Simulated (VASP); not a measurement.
# C (Fd-3m) in VASP: further runs, part 2 of 2

VASP 6.6.1. Earlier steps stand in the parts before.

## (4) Single point, r2SCAN

File POSCAR:

```
C
1.0
    0.0000000000      1.7834000000      1.7834000000
    1.7834000000      0.0000000000      1.7834000000
    1.7834000000      1.7834000000      0.0000000000
C
2
Direct
    0.5000000000      0.5000000000      0.5000000000
    0.7500000000      0.7500000000      0.7500000000
```

File INCAR.step1:

```
  ALGO = Normal
  EDIFF = 1E-4
  ENCUT = 520
  GGA = PE
  ISMEAR = 0
  LASPH = T
  LCHARG = F
  LREAL = F
  LWAVE = T
  NBANDS = 11
  NELM = 60
  PREC = Accurate
  SIGMA = 0.05
```

File INCAR.step2:

```
  ALGO = Normal
  EDIFF = 1E-6
  ENCUT = 520
  ISIF = 2
  ISMEAR = 0
  ISTART = 1
  LASPH = T
  LCHARG = F
  LMIXTAU = T
  LREAL = F
  LWAVE = F
  METAGGA = R2SCAN
  NBANDS = 11
  NELM = 60
  PREC = Accurate
  SIGMA = 0.05
```

File KPOINTS:

```
k-points
0
Gamma
  12 12 12
```

Potentials or basis: VASP PAW PBE potentials, release 64 (C).

Command:

```console
$ cat potpaw_PBE.64/C/POTCAR > POTCAR
$ cp INCAR.step1 INCAR
$ mpirun -np 1 vasp_std > vasp.out
$ cp INCAR.step2 INCAR
$ mpirun -np 1 vasp_std > vasp.out
```

OUTCAR:

```text
EDIFF = 1E-6
   ENCUT = 520
   ISIF = 2
   ISMEAR = 0
   ISTART = 1
   LASPH = T
   LREAL = F
   METAGGA = R2SCAN
   NELM = 60
   PREC = Accurate

 ion  position               nearest neighbor table
   1  0.500  0.500  0.500-   2 1.54   2 1.54   2 1.54   2 1.54
   2  0.750  0.750  0.750-   1 1.54   1 1.54   1 1.54   1 1.54

  LATTYP: Found a face centered cubic cell.
 ALAT       =     3.5668000000

  Lattice vectors:

 A1 = (   0.0000000000,   1.7834000000,   1.7834000000)
 A2 = (   1.7834000000,   0.0000000000,   1.7834000000)
 A3 = (   1.7834000000,   1.7834000000,   0.0000000000)

Analysis of symmetry for initial positions (statically):
=====================================================================
 Subroutine PRICEL returns:
 Original cell was already a primitive cell.

 Routine SETGRP: Setting up the symmetry group for a
 face centered cubic supercell.

 Subroutine GETGRP returns: Found 48 space group operations
 (whereof 24 operations were pure point group operations)
 out of a pool of 48 trial point group operations.

The static configuration has the point symmetry T_d .
 The point group associated with its full space group is O_h .

Analysis of symmetry for dynamics (positions and initial velocities):
=====================================================================
 Subroutine PRICEL returns:
 Original cell was already a primitive cell.

 Routine SETGRP: Setting up the symmetry group for a
 face centered cubic supercell.

 Subroutine GETGRP returns: Found 48 space group operations
 (whereof 24 operations were pure point group operations)
 out of a pool of 48 trial point group operations.

The dynamic configuration has the point symmetry T_d .
 The point group associated with its full space group is O_h .

 Subroutine INISYM returns: Found 48 space group operations
 (whereof 24 operations are pure point group operations),
 and found     1 'primitive' translations

----------------------------------------------------------------------------------------
[... 121 lines left out ...]
   IVDW    =     0    specifies the selected vdW correction
   LEPSILON=     F    determine dielectric tensor
   LRPA    =     F    only Hartree local field effects (RPA)
 non-spin polarized calculation
 Gauss-broadening in eV      SIGMA  =   0.05
  energy-cutoff  :      520.00
  volume of cell :       11.34
 maximum number of plane-waves:       316
   NGX =  9   NGY =  9   NGZ =  9

 number of electron       7.9999999 magnetization

 Free energy of the ion-electron system (eV)
  ---------------------------------------------------
  ext. energy  EPLUGINS =         0.00000000
  ---------------------------------------------------
  free energy    TOTEN  =       -19.65727692 eV

  energy without entropy =      -19.65727692  energy(sigma->0) =      -19.65727692

 E-fermi :  10.0932     XC(G=0): -14.2576

 val. band max:        9.7121493016   @ k =   0.0000   0.0000   0.0000
 cond. band min:      14.0544814921   @ k =   0.3333   0.3333   0.0000
 fundamental gap:      4.3423321905
 Fermi energy:        10.0931542090

 k-point     1 :       0.0000    0.0000    0.0000
  band No.  band energies     occupation
      1     -12.9826      2.00000
      2       9.7121      2.00000
      3       9.7121      2.00000
      4       9.7121      2.00000
      5      15.5475      0.00000
      6      15.5475      0.00000
      7      15.5475      0.00000
      8      23.5290      0.00000
      9      30.1050      0.00000
     10      37.0996      0.00000
     11      37.0996      0.00000
[... 309 lines left out ...]
 k-point    24 :      -0.4167    0.1667    0.0000
  band No.  band energies     occupation
      1      -6.5872      2.00000
      2      -3.4792      2.00000
      3       3.8957      2.00000
      4       5.9054      2.00000
      5      17.6144      0.00000
      6      20.4760      0.00000
      7      21.4267      0.00000
      8      26.0980      0.00000
      9      30.2710      0.00000
     10      34.9818      0.00000
     11      35.7113      0.00000

 [... further k-points ...]

------------------------ aborting loop because EDIFF is reached ----------------------------------------

  FORCE on cell =-STRESS in cart. coord.  units (eV):
  Direction    XX          YY          ZZ          XY          YZ          ZX
  --------------------------------------------------------------------------------------
  -------------------------------------------------------------------------------------
  Total       -0.0954940     -0.0954940     -0.0954940     -0.0000000      0.0000000     -0.0000000
  in kB      -13.4868494    -13.4868494    -13.4868494     -0.0000000      0.0000000     -0.0000000
  external PRESSURE =     -13.4868494 kB  Pullay stress =       0.0000000 kB

 VOLUME and BASIS-vectors are now :
 -----------------------------------------------------------------------------
  energy-cutoff  :      520.00
  volume of cell :       11.34
      direct lattice vectors                 reciprocal lattice vectors
     0.000000000  1.783400000  1.783400000    -0.280363351  0.280363351  0.280363351
     1.783400000  0.000000000  1.783400000     0.280363351 -0.280363351  0.280363351
     1.783400000  1.783400000  0.000000000     0.280363351  0.280363351 -0.280363351

 POSITION                                       TOTAL-FORCE (eV/Angst)
 -----------------------------------------------------------------------------------
      1.78340      1.78340      1.78340        -0.000000     -0.000000     -0.000000
      2.67510      2.67510      2.67510         0.000000      0.000000      0.000000
 -----------------------------------------------------------------------------------
    total drift:                                0.000000     -0.000000      0.000000

  FREE ENERGIE OF THE ION-ELECTRON SYSTEM (eV)
  ---------------------------------------------------
  free  energy   TOTEN  =       -19.6572769237 eV

  energy  without entropy=      -19.6572769237  energy(sigma->0) =      -19.65727692
```

OUTCAR.step1:

```text
EDIFF = 1E-4
   ENCUT = 520
   GGA = PE
   ISMEAR = 0
   LASPH = T
[... 558 lines left out ...]
 -----------------------------------------------------------------------------------
      1.78340      1.78340      1.78340        -0.000000     -0.000000     -0.000000
      2.67510      2.67510      2.67510         0.000000      0.000000      0.000000
 -----------------------------------------------------------------------------------
    total drift:                                0.000000     -0.000000      0.000000

  FREE ENERGIE OF THE ION-ELECTRON SYSTEM (eV)
  ---------------------------------------------------
  free  energy   TOTEN  =       -18.1852322601 eV

  energy  without entropy=      -18.1852322601  energy(sigma->0) =      -18.18523226
```

OSZICAR.step1:

```text
N       E                     dE             d eps       ncg     rms          rms(c)
DAV:   1     0.575614553056E+00    0.57561E+00   -0.46922E+03  1654   0.696E+02
DAV:   2    -0.184759612400E+02   -0.19052E+02   -0.18477E+02  2073   0.126E+02
DAV:   3    -0.188234413825E+02   -0.34748E+00   -0.34647E+00  1848   0.129E+01
DAV:   4    -0.188240080665E+02   -0.56668E-03   -0.56667E-03  1721   0.654E-01
DAV:   5    -0.188240087401E+02   -0.67353E-06   -0.67348E-06  1834   0.210E-02    0.556E+00
DAV:   6    -0.183446911940E+02    0.47932E+00   -0.25009E-01  1617   0.352E+00    0.332E+00
DAV:   7    -0.181833658105E+02    0.16133E+00   -0.30643E-01  1698   0.395E+00    0.758E-01
DAV:   8    -0.181851914751E+02   -0.18257E-02   -0.86879E-03  1659   0.694E-01    0.438E-02
DAV:   9    -0.181852322601E+02   -0.40785E-04   -0.62418E-05  1755   0.638E-02
   1 F= -.18185232E+02 E0= -.18185232E+02  d E =-.198778E-18
```

Run time: 31 s. Hardware: 1 thread of AMD EPYC 7R13 (Zen 3), shared host; peak memory 0.09 GiB.

Results:

| Quantity | Value |
| --- | --- |
| Free energy | -19.6573 eV |
| Pressure | -1.3 GPa |
| Band gap on the k mesh | 4.34 eV, indirect (least direct gap 5.84 eV) |

Levels at points of the mesh, in eV from the valence-band top:
| k point | band 1 | band 2 | band 3 | band 4 | band 5 | band 6 | band 7 | band 8 | band 9 |
| --- | --- | --- | --- | --- | --- | --- | --- | --- | --- |
| (0.00, 0.00, 0.00) | -22.69 | 0.00 | 0.00 | 0.00 | 5.84 | 5.84 | 5.84 | 13.82 | 20.39 |
| (0.50, 0.00, 0.00) | -16.75 | -14.04 | -2.98 | -2.98 | 8.88 | 8.88 | 9.13 | 16.70 | 23.21 |
| (0.50, 0.50, 0.00) | -13.59 | -13.59 | -6.66 | -6.66 | 5.00 | 5.00 | 17.87 | 17.87 | 24.62 |

Caveat: the PAW data sets were made with another functional, which shifts forces and pressure a little. r2SCAN opens gaps a little over a GGA but as a rule still falls short of measured ones.

## (5) Single point, r2SCAN

This run uses another cell than the first one: it holds 12 atoms, not 2.

File POSCAR:

```
C
1.0
    1.7834000000     -1.7834000000      0.0000000000
    1.7834000000      0.0000000000     -1.7834000000
    7.1336000000      7.1336000000      7.1336000000
C
12
Direct
    0.6666666667      0.6666666667      0.4166666667
    0.0000000000      0.0000000000      0.2500000000
    0.3333333333      0.3333333333      0.5833333333
    0.6666666667      0.6666666667      0.9166666667
    1.0000000000      1.0000000000      0.7500000000
    0.3333333333      0.3333333333      0.0833333333
    0.6666666667      0.6666666667      0.5416666667
    1.0000000000      1.0000000000      0.3750000000
    0.3333333333      0.3333333333      0.7083333333
    0.6666666667      0.6666666667      0.0416666667
    0.0000000000      0.0000000000      0.8750000000
    0.3333333333      0.3333333333      0.2083333333
```

File INCAR.step1:

```
SYSTEM = C
  PREC = Accurate
  ENCUT = 520
  ISMEAR = 0
  SIGMA = 0.05
  LREAL = .False.
  LASPH = .True.
  NELM = 100
  NBANDS = 36
  GGA = PE
  ALGO = Normal
  EDIFF = 1E-4
  LWAVE = .True.
  LCHARG = .False.
```

File INCAR.step2:

```
SYSTEM = C
  PREC = Accurate
  ENCUT = 520
  EDIFF = 1E-6
  ISMEAR = 0
  SIGMA = 0.05
  LREAL = .False.
  LASPH = .True.
  NELM = 100
  ALGO = Normal
  ISIF = 2
  LWAVE = .False.
  LCHARG = .False.
  METAGGA = R2SCAN
  LMIXTAU = .True.
  NBANDS = 36
  ISTART = 1
```

File KPOINTS:

```
Automatic mesh
0
Gamma
  10 10 2
  0 0 0
```

Command:

```console
$ cat potpaw_PBE.64/C/POTCAR > POTCAR
$ cp INCAR.step1 INCAR
$ mpirun -np 1 vasp_std > vasp.out
$ cp INCAR.step2 INCAR
$ mpirun -np 1 vasp_std > vasp.out
```

Run time: 3 min. Hardware: 1 thread of Intel Xeon Platinum 8488C (Sapphire Rapids), shared host; peak memory 0.2 GiB.

It converged, with:

* Free energy: -117.9435 eV
* Pressure: -1.4 GPa
* Band gap on the k mesh: 4.37 eV

Levels at points of the mesh, in eV from the valence-band top:
```
           k point  band 22  band 23  band 24  band 25  band 26  band 27
(0.00, 0.00, 0.00)     0.00     0.00     0.00     5.84     5.84     5.84
(0.50, 0.00, 0.00)    -4.21    -2.98    -2.98     5.00     5.00     5.53
(0.00, 0.00, 0.50)    -0.34    -0.34    -0.34     6.29     6.29     6.29
(0.50, 0.00, 0.50)    -3.67    -3.34    -3.34     5.01     5.01     6.20
```

Caveat: the PAW data sets were made with another functional, which shifts forces and pressure a little. r2SCAN opens gaps a little over a GGA but as a rule still falls short of measured ones.

## (6) Overview

```csv
cell,k mesh,gap on the mesh (eV),pressure (GPa)
"a = 2.522 Å, angles 60.0°, 2 atoms",12 × 12 × 12,4.34,-1.3
"a = 3.567 Å, 8 atoms",6 × 6 × 6,4.34,-1.3
"a = 2.522, b = 2.522, c = 12.356 Å, angles 90.0, 90.0, 60.0°, 12 atoms",10 × 10 × 2,4.37,-1.4
```

Alike in all rows: task single point; level r2SCAN; potentials or basis VASP PAW PBE potentials, release 64 (C); no spin polarisation; cutoff (eV) 520; smearing gaussian 0.05 eV.

Caveats: the PAW data sets were made with another functional, which shifts forces and pressure a little.

Absolute energies hang on the potentials; compare differences alone.
